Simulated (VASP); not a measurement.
# Ba2Ir (P6/mmm) in VASP: notebook, part 2 of 2

VASP 6.6.1. The steps go on from the part before.

## Step 3: Single point, PBE

This run uses another cell than the first one, of 28.11 Å³/atom.

Input file INCAR:

```
PREC = Accurate
ENCUT = 520
EDIFF = 1E-7
ISMEAR = 0
SIGMA = 0.1
LREAL = F
LASPH = T
NELM = 60
ALGO = Normal
ISIF = 2
LWAVE = F
LCHARG = F
GGA = PE
NBANDS = 22
```

Input file KPOINTS:

```
Automatic mesh
0
Gamma
  6 6 4
```

Input file POSCAR:

```
Ba2Ir
1.0
    5.3773439056      0.0000000000      0.0000000000
   -2.6886719528      4.6569164272      0.0000000000
    0.0000000000      0.0000000000      3.3679787218
Ba Ir
2 1
Direct
    0.3333333333      0.6666666667      0.5000000000
    0.6666666667      0.3333333333      0.5000000000
    0.0000000000      0.0000000000      0.0000000000
```

Potentials or basis: VASP PAW PBE potentials, release 64 (Ba_sv, Ir).

Run with:

```sh
cat potpaw_PBE.64/Ba_sv/POTCAR potpaw_PBE.64/Ir/POTCAR > POTCAR
mpirun -np 1 vasp_std > vasp.out
```

OUTCAR:

```text
PREC = Accurate
   ENCUT = 520
   EDIFF = 1E-7
   ISMEAR = 0
   LREAL = F
   LASPH = T
   NELM = 60
   ISIF = 2
   GGA = PE

 ion  position               nearest neighbor table
   1  0.333  0.667  0.500-   2 3.10   2 3.10   2 3.10   3 3.53   3 3.53   3 3.53   3 3.53   3 3.53
                             3 3.53   2 4.58   2 4.58   2 4.58   2 4.58   2 4.58   2 4.58
   2  0.667  0.333  0.500-   1 3.10   1 3.10   1 3.10   3 3.53   3 3.53   3 3.53   3 3.53   3 3.53
                             3 3.53   1 4.58   1 4.58   1 4.58   1 4.58   1 4.58   1 4.58
   3  0.000  0.000  0.000-   1 3.53   2 3.53   1 3.53   2 3.53   2 3.53   2 3.53   1 3.53   1 3.53
                             2 3.53   2 3.53   1 3.53   1 3.53

  LATTYP: Found a hexagonal cell.
 ALAT       =     5.3773439056
 C/A-ratio  =     0.6263275663

  Lattice vectors:

 A1 = (   5.3773439056,   0.0000000000,   0.0000000000)
 A2 = (  -2.6886719528,   4.6569164272,   0.0000000000)
 A3 = (   0.0000000000,   0.0000000000,   3.3679787218)

Analysis of symmetry for initial positions (statically):
=====================================================================
 Subroutine PRICEL returns:
 Original cell was already a primitive cell.

 Routine SETGRP: Setting up the symmetry group for a
 hexagonal supercell.

 Subroutine GETGRP returns: Found 24 space group operations
 (whereof 24 operations were pure point group operations)
 out of a pool of 24 trial point group operations.

The static configuration has the point symmetry D_6h.

Analysis of symmetry for dynamics (positions and initial velocities):
=====================================================================
 Subroutine PRICEL returns:
 Original cell was already a primitive cell.

 Routine SETGRP: Setting up the symmetry group for a
 hexagonal supercell.

 Subroutine GETGRP returns: Found 24 space group operations
 (whereof 24 operations were pure point group operations)
 out of a pool of 24 trial point group operations.

The dynamic configuration has the point symmetry D_6h.

 Subroutine INISYM returns: Found 24 space group operations
 (whereof 24 operations are pure point group operations),
 and found     1 'primitive' translations

----------------------------------------------------------------------------------------

                                     Primitive cell

  volume of cell :      84.3404

  direct lattice vectors                    reciprocal lattice vectors
     5.377343906  0.000000000  0.000000000     0.185965417  0.107367183  0.000000000
    -2.688671953  4.656916427  0.000000000     0.000000000  0.214734367  0.000000000
     0.000000000  0.000000000  3.367978722     0.000000000  0.000000000  0.296913990

  length of vectors
     5.377343906  5.377343906  3.367978722     0.214734367  0.214734367  0.296913990

  position of ions in fractional coordinates (direct lattice)
     0.333333333  0.666666667  0.500000000
     0.666666667  0.333333333  0.500000000
     0.000000000  0.000000000  0.000000000

  ion indices of the primitive-cell ions
   primitive index   ion index
                 1           1
                 2           2
                 3           3

----------------------------------------------------------------------------------------

 KPOINTS: Automatic mesh

Automatic generation of k-mesh.
 Grid dimensions read from file:
 generate k-points for:    6    6    4

 Generating k-lattice:

  Cartesian coordinates                     Fractional coordinates (reciprocal lattice)
     0.030994236  0.017894531  0.000000000     0.166666667  0.000000000  0.000000000
     0.000000000  0.035789061  0.000000000     0.000000000  0.166666667  0.000000000
     0.000000000  0.000000000  0.074228497     0.000000000  0.000000000  0.250000000

  Length of vectors
     0.035789061  0.035789061  0.074228497

  Shift w.r.t. Gamma in fractional coordinates (k-lattice)
     0.000000000  0.000000000  0.000000000

 Subroutine IBZKPT returns following result:
 ===========================================

 Found     21 irreducible k-points:

 Following reciprocal coordinates:
            Coordinates               Weight
  0.000000  0.000000  0.000000      1.000000
  0.166667 -0.000000  0.000000      6.000000
  0.333333  0.000000  0.000000      6.000000
  0.500000  0.000000  0.000000      3.000000
  0.166667  0.166667  0.000000      6.000000
  0.333333  0.166667  0.000000     12.000000
[... 13 lines left out ...]
  0.333333  0.166667  0.500000     12.000000
  0.333333  0.333333  0.500000      2.000000
   k-points           NKPTS =     21   k-points in BZ     NKDIM =     21   number of bands    NBANDS=     22
   number of dos      NEDOS =    301   number of ions     NIONS =      3
   total plane-waves  NPLWV =  44800
   dimension x,y,z NGX =    40 NGY =   40 NGZ =   28
   dimension x,y,z NGXF=    80 NGYF=   80 NGZF=   56
   ions per type =               2   1
   NGX,Y,Z   is equivalent  to a cutoff of  12.37, 12.37, 13.82 a.u.
   NGXF,Y,Z  is equivalent  to a cutoff of  24.73, 24.73, 27.64 a.u.
 SYSTEM =  unknown system
   PREC   = accura    normal or accurate (medium, high low for compatibility)
   ISTART =      0    job   : 0-new  1-cont  2-samecut
   ICHARG =      2    charge: 1-file 2-atom 10-const
   ISPIN  =      1    spin polarized calculation?
   LNONCOLLINEAR =      F non collinear calculations
   LSORBIT =      F    spin-orbit coupling
   LASPH  =      T    aspherical Exc in radial PAW
   ENCUT  =  520.0 eV  38.22 Ry    6.18 a.u.  10.00 10.00  6.26*2*pi/ulx,y,z
   NELM   =     60;   NELMIN=  2; NELMDL= -5     # of ELM steps
   EDIFF  = 0.1E-06   stopping-criterion for ELM
   LREAL  =      F    real-space projection
   EDIFFG = 0.1E-05   stopping-criterion for IOM
   NSW    =      0    number of steps for IOM
   IBRION =     -1    ionic relax: 0-MD 1-quasi-New 2-CG
   NFREE  =      0    steps in history (QN), initial steepest desc. (CG)
   ISIF   =      2    stress and relaxation
   ISYM   =      2    0-nonsym 1-usesym 2-fastsym
   POTIM  = 0.5000    time-step for ionic-motion
   TEBEG  =    0.0;   TEEND  =   0.0 temperature during run
   PSTRESS=    0.0 pullay stress
   NELECT =      29.0000    total number of electrons
   NUPDOWN=      -1.0000    fix difference up-down
   EMIN   =  10.00;   EMAX   =-10.00  energy-range for DOS
   EFERMI =   0.00;   METHOD = LEGACY
   ISMEAR =     0;   SIGMA  =   0.10  broadening in eV -4-tet -1-fermi 0-gaus
   EFERMI_NEDOS =   21; number of points for ismear=-14 and -15
   IALGO  =     38    algorithm
   IMIX   =      4    mixing-type and parameters
     AMIX     =   0.40;   BMIX     =  1.00
     AMIX_MAG =   1.60;   BMIX_MAG =  1.00
  volume/ion in A,a.u.               =      28.11       189.72
  Fermi-wavevector in a.u.,A,eV,Ry     =   1.146909  2.167344 17.897107  1.315400
  Thomas-Fermi vector in A             =   2.283591
   LORBIT       =      0    0 simple, 1 ext, 2 COOP (PROOUT), +10 PAW based schemes
   GGA     = PE    functional components
   LHFCALC =     F    Hartree Fock is set to
   AEXX    =    0.0000 exact exchange contribution
   IVDW    =     0    specifies the selected vdW correction
   LEPSILON=     F    determine dielectric tensor
   LRPA    =     F    only Hartree local field effects (RPA)
 non-spin polarized calculation
 Gauss-broadening in eV      SIGMA  =   0.10
  energy-cutoff  :      520.00
  volume of cell :       84.34
 maximum number of plane-waves:      2316
 NGX is ok and might be reduce to    40
   NGX = 19   NGY = 19   NGZ = 13

 number of electron      28.9999999 magnetization

 Free energy of the ion-electron system (eV)
  ---------------------------------------------------
  ext. energy  EPLUGINS =         0.00000000
  ---------------------------------------------------
  free energy    TOTEN  =       -10.97740256 eV

  energy without entropy =      -10.95919374  energy(sigma->0) =      -10.96829815

 E-fermi :   4.8299     XC(G=0): -10.3707

 val. band max:        4.7850115415   @ k =   0.1667  -0.0000   0.5000
 cond. band min:       4.8371329512   @ k =   0.1667  -0.0000   0.0000
 fundamental gap:      0.0521214097
 Fermi energy:         4.8298712858

 k-point     1 :       0.0000    0.0000    0.0000
  band No.  band energies     occupation
      1     -24.2495      2.00000
      2     -23.2625      2.00000
      3     -10.3737      2.00000
      4     -10.3737      2.00000
      5      -8.1514      2.00000
      6      -7.9808      2.00000
[... 499 lines left out ...]
      6      -8.8155      2.00000
[... 14 lines left out ...]
     21       9.4730      0.00000
     22       9.7366      0.00000

------------------------ aborting loop because EDIFF is reached ----------------------------------------

  FORCE on cell =-STRESS in cart. coord.  units (eV):
  Direction    XX          YY          ZZ          XY          YZ          ZX
  --------------------------------------------------------------------------------------
  -------------------------------------------------------------------------------------
  Total        1.4927493      1.4927493      0.8123411      0.0000000      0.0000000      0.0000000
  in kB       28.3571032     28.3571032     15.4316870      0.0000000      0.0000000      0.0000000
  external PRESSURE =      24.0486311 kB  Pullay stress =       0.0000000 kB

 VOLUME and BASIS-vectors are now :
 -----------------------------------------------------------------------------
  energy-cutoff  :      520.00
  volume of cell :       84.34
      direct lattice vectors                 reciprocal lattice vectors
     5.377343906  0.000000000  0.000000000     0.185965417  0.107367183  0.000000000
    -2.688671953  4.656916427  0.000000000     0.000000000  0.214734367  0.000000000
     0.000000000  0.000000000  3.367978722     0.000000000  0.000000000  0.296913990

 POSITION                                       TOTAL-FORCE (eV/Angst)
 -----------------------------------------------------------------------------------
     -0.00000      3.10461      1.68399        -0.000000      0.000000      0.000000
      2.68867      1.55231      1.68399         0.000000     -0.000000      0.000000
      0.00000      0.00000      0.00000         0.000000      0.000000      0.000000
 -----------------------------------------------------------------------------------
    total drift:                                0.000000     -0.000000      0.000000

  FREE ENERGIE OF THE ION-ELECTRON SYSTEM (eV)
  ---------------------------------------------------
  free  energy   TOTEN  =       -10.9774025629 eV

  energy  without entropy=      -10.9591937441  energy(sigma->0) =      -10.96829815
```

OSZICAR:

```text
N       E                     dE             d eps       ncg     rms          rms(c)
DAV:   1     0.231702762607E+03    0.23170E+03   -0.12472E+04   924   0.116E+03
DAV:   2     0.640706761355E+01   -0.22530E+03   -0.21075E+03  1090   0.284E+02
DAV:   3    -0.109675087625E+02   -0.17375E+02   -0.16634E+02  1292   0.808E+01
DAV:   4    -0.118720617230E+02   -0.90455E+00   -0.89128E+00  1324   0.151E+01
DAV:   5    -0.118964750455E+02   -0.24413E-01   -0.24398E-01  1230   0.233E+00    0.125E+01
DAV:   6    -0.127218108045E+02   -0.82534E+00   -0.18898E+01  1276   0.197E+01    0.856E+00
DAV:   7    -0.110444921061E+02    0.16773E+01   -0.61545E+00  1260   0.128E+01    0.478E+00
DAV:   8    -0.110032986082E+02    0.41193E-01   -0.32633E-01  1154   0.261E+00    0.220E+00
DAV:   9    -0.109773629274E+02    0.25936E-01   -0.11754E-01  1414   0.203E+00    0.517E-01
DAV:  10    -0.109777189825E+02   -0.35606E-03   -0.32348E-03  1166   0.280E-01    0.331E-01
DAV:  11    -0.109774214337E+02    0.29755E-03   -0.10407E-03  1104   0.187E-01    0.466E-02
DAV:  12    -0.109774063845E+02    0.15049E-04   -0.13752E-04  1360   0.517E-02    0.100E-02
DAV:  13    -0.109774032913E+02    0.30931E-05   -0.56972E-06  1264   0.125E-02    0.313E-03
DAV:  14    -0.109774029894E+02    0.30190E-06   -0.99018E-07  1074   0.531E-03    0.161E-03
DAV:  15    -0.109774025761E+02    0.41332E-06   -0.70205E-08   636   0.180E-03    0.588E-04
DAV:  16    -0.109774025629E+02    0.13246E-07   -0.91380E-09   606   0.672E-04
   1 F= -.10977403E+02 E0= -.10968298E+02  d E =-.182088E-01
```

stdout:

```text
POSCAR found type information on POSCAR BaIr
 POSCAR found :  2 types and       3 ions
 scaLAPACK will be used
 LDA part: xc-table for (Slater+PW92), standard interpolation
 POSCAR, INCAR and KPOINTS ok, starting setup
 FFT: planning ... GRIDC
 FFT: planning ... GRID_SOFT
 FFT: planning ... GRID
 WAVECAR not read
 entering main loop
```

Wall time 49 s (1 thread of Oxide Virtual Turin-like, shared host); peak memory 0.18 GiB.

Results:

```yaml
Free_energy: -10.9774 eV
Pressure: 2.4 GPa
Band_gap_on_the_k_mesh: zero (an odd number of electrons rules out a gap without spin polarisation)
```

Stress tensor (GPa, compression positive):
```
2.84 0.00 0.00
0.00 2.84 0.00
0.00 0.00 1.54
```

Caveat: the k points lie up to 0.47 Å⁻¹ apart, too coarse for converged energies and pressures of a metal; spin-orbit coupling is left out, which moves the levels of the heavy elements.

## Step 4: Single point, PBE

This run uses another cell than the first one, of 28.02 Å³/atom.

Input file INCAR:

```
SYSTEM = Ba2Ir
  PREC = Accurate
  ENCUT = 520
  EDIFF = 1E-6
  ISMEAR = 0
  SIGMA = 0.1
  LREAL = .False.
  LASPH = .True.
  NELM = 80
  ALGO = Normal
  ISIF = 2
  LWAVE = .False.
  LCHARG = .False.
  GGA = PE
  NBANDS = 22
```

Input file KPOINTS:

```
regular mesh
0
Gamma
  6 6 6
  0 0 0
```

Input file POSCAR:

```
Ba2Ir
1.0
    5.4029951563      0.0000000000      0.0000000000
   -2.7014975781      4.6791310618      0.0000000000
    0.0000000000      0.0000000000      3.3250177821
Ba Ir
2 1
Direct
    0.3333333333      0.6666666667      0.5000000000
    0.6666666667      0.3333333333      0.5000000000
    0.0000000000      0.0000000000      0.0000000000
```

Run with:

```sh
cat potpaw_PBE.64/Ba_sv/POTCAR potpaw_PBE.64/Ir/POTCAR > POTCAR
mpirun -np 1 vasp_std > vasp.out
```

It took 50 s on 1 thread of Oxide Virtual Turin-like, shared host; peak memory 0.19 GiB.

The run converged. Its results:

```
Free energy            : -11.0524 eV
Pressure               : 2.0 GPa
Band gap on the k mesh : zero (an odd number of electrons rules out a gap without spin polarisation)
```

Stress tensor (GPa, compression positive):
```
2.12 0.00 0.00
0.00 2.12 0.00
0.00 0.00 1.70
```

Levels at points of the mesh, in eV from the Fermi level:
| k point | band 11 | band 12 | band 13 | band 14 | band 15 | band 16 | band 17 | band 18 |
| --- | --- | --- | --- | --- | --- | --- | --- | --- |
| (0.00, 0.00, 0.00) | -1.30 | -1.30 | -0.73 | -0.73 | 0.16 | 0.70 | 0.70 | 1.55 |
| (0.50, 0.00, 0.00) | -1.89 | -1.47 | -0.89 | -0.81 | -0.62 | -0.01 | 1.04 | 1.12 |
| (0.00, 0.00, 0.50) | -2.04 | -2.04 | -1.48 | -0.45 | 1.13 | 1.13 | 1.24 | 1.24 |
| (0.50, 0.00, 0.50) | -2.07 | -1.93 | -1.51 | -1.22 | -0.17 | 0.83 | 0.89 | 2.59 |

Caveat: spin-orbit coupling is left out, which moves the levels of the heavy elements.

## Step 5: Relaxation of cell and atoms, PBE

Input file INCAR:

```
ALGO     = Normal         # electronic algorithm
EDIFF    = 1E-6           # SCF threshold, eV
EDIFFG   = -0.04          # ionic threshold
ENCUT    = 600            # plane-wave cutoff, eV
GGA      = PE             # functional
IBRION   = 2              # ionic algorithm
ISIF     = 3              # what is computed and relaxed
ISMEAR   = 0              # smearing method
LASPH    = True           # aspherical terms in the spheres
LCHARG   = False          # write CHGCAR
LREAL    = False          # projectors in reciprocal space
LWAVE    = False          # write WAVECAR
NELM     = 100            # most SCF steps
NSW      = 90             # ionic steps
PREC     = Accurate       # precision mode
SIGMA    = 0.1            # smearing width, eV
```

Input file KPOINTS:

```
k-points
0
Gamma
  6 6 4
```

Input file POSCAR:

```
Ba2Ir
1.0
    4.4644060427      0.0000000000      0.0000000000
   -2.2322030213      3.8662890458      0.0000000000
    0.0000000000      0.0000000000      4.8203719730
Ba Ir
2 1
Direct
    0.3333333333      0.6666666667      0.5000000000
    0.6666666667      0.3333333333      0.5000000000
    0.0000000000      0.0000000000      0.0000000000
```

Run with:

```sh
cat potpaw_PBE.64/Ba_sv/POTCAR potpaw_PBE.64/Ir/POTCAR > POTCAR
mpirun -np 1 vasp_std > vasp.out
```

It took 7.6 min on 1 thread of Oxide Virtual Turin-like, shared host; peak memory 0.22 GiB.

It converged, with:

- Free energy: -11.0056 eV
- Relaxed volume: 29.47 Å³/atom
- Relaxed cell: a = 5.471 Å, b = 5.471 Å, c = 3.411 Å, α = 90.00°, β = 90.00°, γ = 120.00°
- Space group after relaxing (to 0.1 Å): P6/mmm (No. 191)
- Energy gained by relaxing: 1977.1 meV/atom
- Ionic steps: 14
- Pressure after relaxing: 0.0 GPa
- Band gap on the k mesh: zero (an odd number of electrons rules out a gap without spin polarisation)

Step by step:
```tsv
step	energy change (eV)	largest force (eV/Å)	pressure (GPa)	volume (Å³)
1	0.0000	0.0000	28.90	83.20
2	-4.1517	0.0000	-5.92	146.03
3	-4.8493	0.0000	-4.07	116.49
4	-4.8610	0.0000	-4.55	118.82
5	-4.8579	0.0000	-4.34	117.74
6	-5.5315	0.0000	-3.32	104.04
7	-5.8482	0.0000	-2.15	94.77
8	-5.2345	0.0000	10.59	76.55
9	-5.9161	0.0000	-1.21	91.30
10	-5.9289	0.0000	-0.28	88.81
11	-5.9292	0.0000	-0.52	89.37
12	-5.9307	0.0000	0.09	88.30
13	-5.9310	0.0000	-0.10	88.62
14	-5.9312	0.0000	0.00	88.40
```

Final structure:
```yaml
crystal:
  lattice:
    - [5.47050, 0.00000, 0.00000]
    - [-2.73525, 4.73759, 0.00000]
    - [0.00000, 0.00000, 3.41074]
  atoms:
    - { symbol: Ba, position: [0.33333, 0.66667, 0.50000] }
    - { symbol: Ba, position: [0.66667, 0.33333, 0.50000] }
    - { symbol: Ir, position: [0.00000, 0.00000, 0.00000] }
```

Levels at points of the mesh, in eV from the Fermi level:
```tsv
k point	band 12	band 13	band 14	band 15	band 16	band 17	band 18
(0.00, 0.00, 0.00)	-1.27	-0.78	-0.78	0.20	0.65	0.65	1.49
(0.50, 0.00, 0.00)	-1.40	-0.99	-0.86	-0.69	0.06	1.04	1.10
(0.00, 0.00, 0.50)	-1.97	-1.53	-0.54	1.15	1.19	1.23	1.23
(0.50, 0.00, 0.50)	-1.75	-1.43	-1.18	-0.19	0.61	0.87	2.43
```

Caveat: a cell axis changed by over 15 % at a fixed basis, so the end point is rough; spin-orbit coupling is left out, which moves the levels of the heavy elements.

## Step 6: The runs side by side

| task | cell | k mesh | cutoff (eV) | gap on the mesh (eV) | pressure (GPa) |
| --- | --- | --- | --- | --- | --- |
| single point | a = 4.464, b = 4.464, c = 4.820 Å, angles 90.0, 90.0, 120.0°, 3 atoms | 6 × 6 × 4 | 520 | none | 28.9 |
| single point | a = 5.377, b = 5.377, c = 3.368 Å, angles 90.0, 90.0, 120.0°, 3 atoms | 6 × 6 × 4 | 520 | none | 2.4 |
| single point | a = 5.403, b = 5.403, c = 3.325 Å, angles 90.0, 90.0, 120.0°, 3 atoms | 6 × 6 × 6 | 520 | none | 2.0 |
| relaxation of cell and atoms | relaxed from a = 4.464, b = 4.464, c = 4.820 Å, angles 90.0, 90.0, 120.0°, 3 atoms | 6 × 6 × 4 | 600 | none | 0.0 |

Alike in all rows: level PBE; potentials or basis VASP PAW PBE potentials, release 64 (Ba_sv, Ir); no spin polarisation; smearing gaussian 0.1 eV.

Caveats: some runs use coarse meshes; spin-orbit coupling is left out, which moves the levels of the heavy elements; the stress differs along the axes, from -18 to 52 GPa (at least some runs); a cell axis changed by over 15 % at a fixed basis, so the end point is rough (at least some runs).

Total energies depend on the potentials used, so only differences within one code and one set of settings carry meaning.

The gap in the log of VASP goes by the Fermi energy; the results here count the filled bands.